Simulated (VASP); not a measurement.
# HfO2 (Fm-3m) in VASP: notebook

The runs below take HfO2 through single point, relaxation of cell and atoms, with PBE.

Everything below comes from runs of VASP 6.6.1. Logs are shortened: lines on timing, memory, paths and dates and some standing lists are left out, and cuts for length are marked.

## 1. The cell of the first run

Symmetry: Fm-3m, No. 225, cubic system. The conventional cell has a = 5.098 Å, b = 5.098 Å, c = 5.098 Å, α = 90.00°, β = 90.00°, γ = 90.00°. Hf (site symmetry m-3m) has 8 O at 2.21 Å within 2.9 Å. O (site symmetry -43m) has 4 Hf at 2.21 Å and 6 O at 2.55 Å within 2.9 Å.

## 2. Single point, PBE

INCAR

```
  PREC = Accurate
  ENCUT = 600
  EDIFF = 1E-6
  ISMEAR = 0
  SIGMA = 0.05
  LREAL = F
  LASPH = T
  NELM = 120
  ALGO = Normal
  ISIF = 2
  LWAVE = F
  LCHARG = F
  GGA = PE
  NBANDS = 43
  GGA_COMPAT = F
```

KPOINTS

```
regular mesh
0
Gamma
  6 6 4
```

POSCAR

```
HfO2
1.0
    3.6045556753      0.0000000000      0.0000000000
   -1.8022778376      3.1216367841      0.0000000000
    0.0000000000      0.0000000000      8.8293221539
Hf O
3 6
Direct
    0.0000000000      0.0000000000      0.0000000000
    0.3333333333      0.6666666667      0.3333333333
    0.6666666667      0.3333333333      0.6666666667
    0.6666666667      0.3333333333      0.4166666667
    0.0000000000      1.0000000000      0.2500000000
    0.3333333333      0.6666666667      0.0833333333
    0.6666666667      0.3333333333      0.9166666667
    0.3333333333      0.6666666667      0.5833333333
    1.0000000000      1.0000000000      0.7500000000
```

Potentials or basis: VASP PAW PBE potentials, release 64 (Hf_pv, O).

Launch:

```sh
$ cat potpaw_PBE.64/Hf_pv/POTCAR potpaw_PBE.64/O/POTCAR > POTCAR
$ mpirun -np 1 vasp_std > vasp.out
```

OUTCAR:

```text
PREC = Accurate
   ENCUT = 600
   EDIFF = 1E-6
   ISMEAR = 0
   LREAL = F
   LASPH = T
   NELM = 120
   ISIF = 2
   GGA = PE

 ion  position               nearest neighbor table
   1  0.000  0.000  0.000-   6 2.21   7 2.21   6 2.21   7 2.21   9 2.21   5 2.21   7 2.21   6 2.21
                             2 3.60   3 3.60   2 3.60   3 3.60   2 3.60   3 3.60
   2  0.333  0.667  0.333-   5 2.21   5 2.21   4 2.21   8 2.21   6 2.21   5 2.21   4 2.21   4 2.21
                             1 3.60   1 3.60   1 3.60   3 3.60   3 3.60   3 3.60
   3  0.667  0.333  0.667-   9 2.21   9 2.21   8 2.21   4 2.21   7 2.21   9 2.21   8 2.21   8 2.21
                             1 3.60   1 3.60   1 3.60   2 3.60   2 3.60   2 3.60
   4  0.667  0.333  0.417-   2 2.21   3 2.21   2 2.21   2 2.21
   5  0.000  0.000  0.250-   2 2.21   2 2.21   1 2.21   2 2.21
   6  0.333  0.667  0.083-   1 2.21   1 2.21   2 2.21   1 2.21
   7  0.667  0.333  0.917-   1 2.21   1 2.21   3 2.21   1 2.21
   8  0.333  0.667  0.583-   3 2.21   2 2.21   3 2.21   3 2.21
   9  0.000  0.000  0.750-   3 2.21   3 2.21   1 2.21   3 2.21

  LATTYP: Found a hexagonal cell.
 ALAT       =     3.6045556753
 C/A-ratio  =     2.4494897428

  Lattice vectors:

 A1 = (   3.6045556753,   0.0000000000,   0.0000000000)
 A2 = (  -1.8022778376,   3.1216367841,   0.0000000000)
 A3 = (   0.0000000000,   0.0000000000,   8.8293221539)

Analysis of symmetry for initial positions (statically):
=====================================================================
 Subroutine PRICEL returns following result:

  LATTYP: Found a face centered cubic cell.
 ALAT       =     5.0976115218

  Lattice vectors:

 A1 = (   1.8022778375,  -1.0405455946,   2.9431073843)
 A2 = (  -0.0000000001,   2.0810911895,   2.9431073843)
 A3 = (  -1.8022778373,  -1.0405455949,   2.9431073852)

   3 primitive cells build up your supercell.

 Routine SETGRP: Setting up the symmetry group for a
 hexagonal supercell.

 Subroutine GETGRP returns: Found 12 space group operations
 (whereof 12 operations were pure point group operations)
 out of a pool of 24 trial point group operations.

The static configuration has the point symmetry D_3d.

Analysis of symmetry for dynamics (positions and initial velocities):
=====================================================================
 Subroutine PRICEL returns following result:

  LATTYP: Found a face centered cubic cell.
 ALAT       =     5.0976115218

  Lattice vectors:

 A1 = (   1.8022778375,  -1.0405455946,   2.9431073843)
 A2 = (  -0.0000000001,   2.0810911895,   2.9431073843)
 A3 = (  -1.8022778373,  -1.0405455949,   2.9431073852)

   3 primitive cells build up your supercell.

 Routine SETGRP: Setting up the symmetry group for a
 hexagonal supercell.

 Subroutine GETGRP returns: Found 12 space group operations
 (whereof 12 operations were pure point group operations)
 out of a pool of 24 trial point group operations.

The dynamic configuration has the point symmetry D_3d.

 Subroutine INISYM returns: Found 12 space group operations
 (whereof 12 operations are pure point group operations),
 and found     3 'primitive' translations

----------------------------------------------------------------------------------------

                                     Primitive cell

  volume of cell :      33.1162

  direct lattice vectors                    reciprocal lattice vectors
     1.802277837 -1.040545595  2.943107384     0.277426704 -0.160172382  0.113258978
    -0.000000000  2.081091190  2.943107384     0.000000000  0.320344764  0.113258978
    -1.802277837 -1.040545595  2.943107385    -0.277426704 -0.160172382  0.113258978

  length of vectors
     3.604555675  3.604555675  3.604555676     0.339776933  0.339776933  0.339776933

  position of ions in fractional coordinates (direct lattice)
     0.000000000  0.000000000  0.000000000
     0.750000000  0.750000000  0.750000000
     0.250000000  0.250000000  0.250000000

  ion indices of the primitive-cell ions
   primitive index   ion index
                 1           1
                 2           9
                 3           5

----------------------------------------------------------------------------------------

 KPOINTS: regular mesh

Automatic generation of k-mesh.
 Grid dimensions read from file:
 generate k-points for:    6    6    4

 Generating k-lattice:

  Cartesian coordinates                     Fractional coordinates (reciprocal lattice)
     0.046237784  0.026695397  0.000000000     0.166666667  0.000000000  0.000000000
     0.000000000  0.053390794  0.000000000     0.000000000  0.166666667  0.000000000
     0.000000000  0.000000000  0.028314744     0.000000000  0.000000000  0.250000000

  Length of vectors
     0.053390794  0.053390794  0.028314744

  Shift w.r.t. Gamma in fractional coordinates (k-lattice)
     0.000000000  0.000000000  0.000000000

 Subroutine IBZKPT returns following result:
 ===========================================

 Found     24 irreducible k-points:

 Following reciprocal coordinates:
            Coordinates               Weight
  0.000000  0.000000  0.000000      1.000000
  0.166667 -0.000000  0.000000      6.000000
  0.333333 -0.000000  0.000000      6.000000
  0.500000 -0.000000  0.000000      3.000000
  0.166667  0.166667  0.000000      6.000000
  0.333333  0.166667  0.000000     12.000000
[... 16 lines left out ...]
  0.333333  0.166667  0.500000     12.000000
  0.333333  0.333333  0.500000      2.000000
   k-points           NKPTS =     24   k-points in BZ     NKDIM =     24   number of bands    NBANDS=     43
   number of dos      NEDOS =    301   number of ions     NIONS =      9
   total plane-waves  NPLWV =  64800
   dimension x,y,z NGX =    30 NGY =   30 NGZ =   72
   dimension x,y,z NGXF=    60 NGYF=   60 NGZF=  144
   ions per type =               3   6
   NGX,Y,Z   is equivalent  to a cutoff of  13.84, 13.84, 13.56 a.u.
   NGXF,Y,Z  is equivalent  to a cutoff of  27.67, 27.67, 27.11 a.u.
 SYSTEM =  unknown system
   PREC   = accura    normal or accurate (medium, high low for compatibility)
   ISTART =      0    job   : 0-new  1-cont  2-samecut
   ICHARG =      2    charge: 1-file 2-atom 10-const
   ISPIN  =      1    spin polarized calculation?
   LNONCOLLINEAR =      F non collinear calculations
   LSORBIT =      F    spin-orbit coupling
   LASPH  =      T    aspherical Exc in radial PAW
   ENCUT  =  600.0 eV  44.10 Ry    6.64 a.u.   7.20  7.20 17.63*2*pi/ulx,y,z
   NELM   =    120;   NELMIN=  2; NELMDL= -5     # of ELM steps
   EDIFF  = 0.1E-05   stopping-criterion for ELM
   LREAL  =      F    real-space projection
   EDIFFG = 0.1E-04   stopping-criterion for IOM
   NSW    =      0    number of steps for IOM
   IBRION =     -1    ionic relax: 0-MD 1-quasi-New 2-CG
   NFREE  =      0    steps in history (QN), initial steepest desc. (CG)
   ISIF   =      2    stress and relaxation
   ISYM   =      2    0-nonsym 1-usesym 2-fastsym
   POTIM  = 0.5000    time-step for ionic-motion
   TEBEG  =    0.0;   TEEND  =   0.0 temperature during run
   PSTRESS=    0.0 pullay stress
   NELECT =      66.0000    total number of electrons
   NUPDOWN=      -1.0000    fix difference up-down
   EMIN   =  10.00;   EMAX   =-10.00  energy-range for DOS
   EFERMI =   0.00;   METHOD = LEGACY
   ISMEAR =     0;   SIGMA  =   0.05  broadening in eV -4-tet -1-fermi 0-gaus
   EFERMI_NEDOS =   21; number of points for ismear=-14 and -15
   IALGO  =     38    algorithm
   IMIX   =      4    mixing-type and parameters
     AMIX     =   0.40;   BMIX     =  1.00
     AMIX_MAG =   1.60;   BMIX_MAG =  1.00
  volume/ion in A,a.u.               =      11.04        74.49
  Fermi-wavevector in a.u.,A,eV,Ry     =   1.428463  2.699404 27.762776  2.040506
  Thomas-Fermi vector in A             =   2.548522
   LORBIT       =      0    0 simple, 1 ext, 2 COOP (PROOUT), +10 PAW based schemes
   GGA     = PE    functional components
   LHFCALC =     F    Hartree Fock is set to
   AEXX    =    0.0000 exact exchange contribution
   IVDW    =     0    specifies the selected vdW correction
   LEPSILON=     F    determine dielectric tensor
   LRPA    =     F    only Hartree local field effects (RPA)
 non-spin polarized calculation
 Gauss-broadening in eV      SIGMA  =   0.05
  energy-cutoff  :      600.00
  volume of cell :       99.35
 maximum number of plane-waves:      3375
 NGX is ok and might be reduce to    30

 number of electron      65.9999983 magnetization

 Free energy of the ion-electron system (eV)
  ---------------------------------------------------
  ext. energy  EPLUGINS =         0.00000000
  ---------------------------------------------------
  free energy    TOTEN  =       -90.74634258 eV

  energy without entropy =      -90.74634258  energy(sigma->0) =      -90.74634258

 E-fermi :   4.4309     XC(G=0): -11.7512

 val. band max:        4.1384928916   @ k =   0.5000  -0.0000   0.0000
 cond. band min:       7.8972861871   @ k =   0.5000  -0.0000   0.0000
 fundamental gap:      3.7587932955
 Fermi energy:         4.4309249842

 k-point     1 :       0.0000    0.0000    0.0000
  band No.  band energies     occupation
      1     -25.9280      2.00000
      2     -25.9280      2.00000
      3     -25.6579      2.00000
      4     -25.6579      2.00000
      5     -25.6579      2.00000
      6     -25.6579      2.00000
[... 35 lines left out ...]
     42      10.9037      0.00000
     43      13.4425      0.00000

 k-point     2 :       0.1667   -0.0000    0.0000
  band No.  band energies     occupation
      1     -25.9277      2.00000
      2     -25.9144      2.00000
      3     -25.7349      2.00000
      4     -25.7134      2.00000
      5     -25.7038      2.00000
      6     -25.6835      2.00000
[... 1004 lines left out ...]
 k-point    24 :       0.3333    0.3333    0.5000
  band No.  band energies     occupation
      1     -25.9353      2.00000
      2     -25.9353      2.00000
      3     -25.9353      2.00000
      4     -25.8396      2.00000
      5     -25.8396      2.00000
      6     -25.8396      2.00000
[... 35 lines left out ...]
     42      11.0363      0.00000
     43      11.6208      0.00000

------------------------ aborting loop because EDIFF is reached ----------------------------------------

  FORCE on cell =-STRESS in cart. coord.  units (eV):
  Direction    XX          YY          ZZ          XY          YZ          ZX
  --------------------------------------------------------------------------------------
  -------------------------------------------------------------------------------------
  Total       -2.4023480     -2.4023480     -2.4025854     -0.0000000      0.0000000      0.0000000
  in kB      -38.7422675    -38.7422675    -38.7460955     -0.0000000      0.0000000      0.0000000
  external PRESSURE =     -38.7435435 kB  Pullay stress =       0.0000000 kB

 VOLUME and BASIS-vectors are now :
 -----------------------------------------------------------------------------
  energy-cutoff  :      600.00
  volume of cell :       99.35
      direct lattice vectors                 reciprocal lattice vectors
     3.604555675  0.000000000  0.000000000     0.277426704  0.160172382  0.000000000
    -1.802277838  3.121636784  0.000000000     0.000000000  0.320344764  0.000000000
     0.000000000  0.000000000  8.829322154     0.000000000  0.000000000  0.113258978

 POSITION                                       TOTAL-FORCE (eV/Angst)
 -----------------------------------------------------------------------------------
      0.00000      0.00000      0.00000         0.000000      0.000000      0.000000
     -0.00000      2.08109      2.94311         0.000000      0.000000      0.000000
      1.80228      1.04055      5.88621        -0.000000      0.000000      0.000000
      1.80228      1.04055      3.67888        -0.000000      0.000000     -0.000006
      0.00000      0.00000      2.20733         0.000000     -0.000000      0.000006
     -0.00000      2.08109      0.73578        -0.000000      0.000000     -0.000006
      1.80228      1.04055      8.09355        -0.000000     -0.000000      0.000006
     -0.00000      2.08109      5.15044         0.000000     -0.000000      0.000006
      0.00000      0.00000      6.62199         0.000000      0.000000     -0.000006
 -----------------------------------------------------------------------------------
    total drift:                               -0.000000      0.000000      0.000000

  FREE ENERGIE OF THE ION-ELECTRON SYSTEM (eV)
  ---------------------------------------------------
  free  energy   TOTEN  =       -90.7463425827 eV

  energy  without entropy=      -90.7463425827  energy(sigma->0) =      -90.74634258
```

It took 4.3 min on 1 thread of Intel Xeon 8259CL, shared host; peak memory 0.3 GiB.

What came out:

```
Free energy            : -90.7463 eV
Pressure               : -3.9 GPa
Band gap on the k mesh : 3.76 eV
```

Caveat: the cell stands under tension; spin-orbit coupling is left out, which moves the levels of the heavy elements.

## 3. Single point, PBE

This run uses another cell than the first one: it holds 3 atoms, not 9.

INCAR

```
SYSTEM = HfO2
  PREC = Accurate
  ENCUT = 520
  EDIFF = 1E-7
  ISMEAR = 0
  SIGMA = 0.01
  LREAL = .False.
  LASPH = .True.
  NELM = 60
  ALGO = Normal
  ISIF = 2
  LWAVE = .False.
  LCHARG = .False.
  GGA = PE
  NBANDS = 18
```

KPOINTS

```
regular mesh
0
Gamma
  8 8 8
  0 0 0
```

POSCAR

```
HfO2
1.0
    0.0000000000      2.4775816035      2.4775816035
    2.4775816035      0.0000000000      2.4775816035
    2.4775816035      2.4775816035      0.0000000000
Hf O
1 2
Direct
    0.0000000000      0.0000000000      0.0000000000
    0.2500000000      0.2500000000      0.2500000000
    0.7500000000      0.7500000000      0.7500000000
```

Potentials or basis: VASP PAW PBE potentials, release 64 (Hf_pv, O).

Launch:

```sh
$ cat potpaw_PBE.64/Hf_pv/POTCAR potpaw_PBE.64/O/POTCAR > POTCAR
$ mpirun -np 1 vasp_std > vasp.out
```

OUTCAR:

```text
SYSTEM = HfO2
   PREC = Accurate
   ENCUT = 520
   EDIFF = 1E-7
   ISMEAR = 0
   LREAL = .False.
   LASPH = .True.
   NELM = 60
   ISIF = 2
   GGA = PE

 ion  position               nearest neighbor table
   1  0.000  0.000  0.000-   3 2.15   3 2.15   3 2.15   2 2.15   3 2.15   2 2.15   2 2.15   2 2.15

   2  0.250  0.250  0.250-   1 2.15   1 2.15   1 2.15   1 2.15
   3  0.750  0.750  0.750-   1 2.15   1 2.15   1 2.15   1 2.15

  LATTYP: Found a face centered cubic cell.
 ALAT       =     4.9551632070

  Lattice vectors:

 A1 = (   0.0000000000,   2.4775816035,   2.4775816035)
 A2 = (   2.4775816035,   0.0000000000,   2.4775816035)
 A3 = (   2.4775816035,   2.4775816035,   0.0000000000)

Analysis of symmetry for initial positions (statically):
=====================================================================
 Subroutine PRICEL returns:
 Original cell was already a primitive cell.

 Routine SETGRP: Setting up the symmetry group for a
 face centered cubic supercell.

 Subroutine GETGRP returns: Found 48 space group operations
 (whereof 48 operations were pure point group operations)
 out of a pool of 48 trial point group operations.

[... 166 lines left out ...]

 val. band max:        4.8846322919   @ k =   0.5000   0.5000   0.0000
 cond. band min:       8.8713477336   @ k =   0.5000   0.5000   0.0000
 fundamental gap:      3.9867154417
 Fermi energy:         4.9451703316

 k-point     1 :       0.0000    0.0000    0.0000
  band No.  band energies     occupation
      1     -24.4898      2.00000
      2     -24.4898      2.00000
      3     -24.4898      2.00000
      4     -14.2888      2.00000
      5     -10.9012      2.00000
      6      -0.8960      2.00000
[... 481 lines left out ...]
      5     -11.8051      2.00000
      6      -0.2873      2.00000
[... 10 lines left out ...]
     17      16.3289      0.00000
     18      18.7000      0.00000

 [... further k-points ...]

------------------------ aborting loop because EDIFF is reached ----------------------------------------

  FORCE on cell =-STRESS in cart. coord.  units (eV):
  Direction    XX          YY          ZZ          XY          YZ          ZX
  --------------------------------------------------------------------------------------
  -------------------------------------------------------------------------------------
  Total        3.9025535      3.9025535      3.9025535      0.0000000     -0.0000000     -0.0000000
  in kB      205.5632854    205.5632854    205.5632854      0.0000000     -0.0000000     -0.0000000
  external PRESSURE =     205.5632854 kB  Pullay stress =       0.0000000 kB

 VOLUME and BASIS-vectors are now :
 -----------------------------------------------------------------------------
  energy-cutoff  :      520.00
  volume of cell :       30.42
      direct lattice vectors                 reciprocal lattice vectors
     0.000000000  2.477581604  2.477581604    -0.201809700  0.201809700  0.201809700
     2.477581604  0.000000000  2.477581604     0.201809700 -0.201809700  0.201809700
     2.477581604  2.477581604  0.000000000     0.201809700  0.201809700 -0.201809700

 POSITION                                       TOTAL-FORCE (eV/Angst)
 -----------------------------------------------------------------------------------
      0.00000      0.00000      0.00000        -0.000000      0.000000     -0.000000
      1.23879      1.23879      1.23879        -0.000000     -0.000000     -0.000000
      3.71637      3.71637      3.71637         0.000000      0.000000      0.000000
 -----------------------------------------------------------------------------------
    total drift:                                0.000000      0.000000      0.000000

  FREE ENERGIE OF THE ION-ELECTRON SYSTEM (eV)
  ---------------------------------------------------
  free  energy   TOTEN  =       -30.1115098581 eV

  energy  without entropy=      -30.1115098581  energy(sigma->0) =      -30.11150986
```

stdout:

```text
POSCAR found type information on POSCAR HfO
 POSCAR found :  2 types and       3 ions
 scaLAPACK will be used
 LDA part: xc-table for (Slater+PW92), standard interpolation
 POSCAR, INCAR and KPOINTS ok, starting setup
 FFT: planning ... GRIDC
 FFT: planning ... GRID_SOFT
 FFT: planning ... GRID
 WAVECAR not read
 entering main loop
```

It took 23 s on 1 thread of Intel Xeon 8259CL, shared host; peak memory 0.17 GiB.

Results:

| Item | Value |
| --- | --- |
| Free energy | -30.1115 eV |
| Pressure | 20.6 GPa |
| Band gap on the k mesh | 3.99 eV |

Levels at points of the mesh, in eV from the valence-band top:
```csv
k point,band 7,band 8,band 9,band 10,band 11,band 12,band 13,band 14,band 15,band 16
"(0.00, 0.00, 0.00)",-5.78,-5.78,-0.64,-0.64,-0.64,4.04,4.04,6.39,11.32,11.32
"(0.50, 0.00, 0.00)",-4.68,-3.14,-2.88,-1.91,-1.91,4.86,4.86,7.66,9.29,10.14
"(0.50, 0.50, 0.00)",-3.61,-3.61,-1.65,-1.65,0.00,3.99,5.88,7.29,8.79,8.79
```

Caveat: the cell stands under pressure; spin-orbit coupling is left out, which moves the levels of the heavy elements.

[end of part 1 of 2]
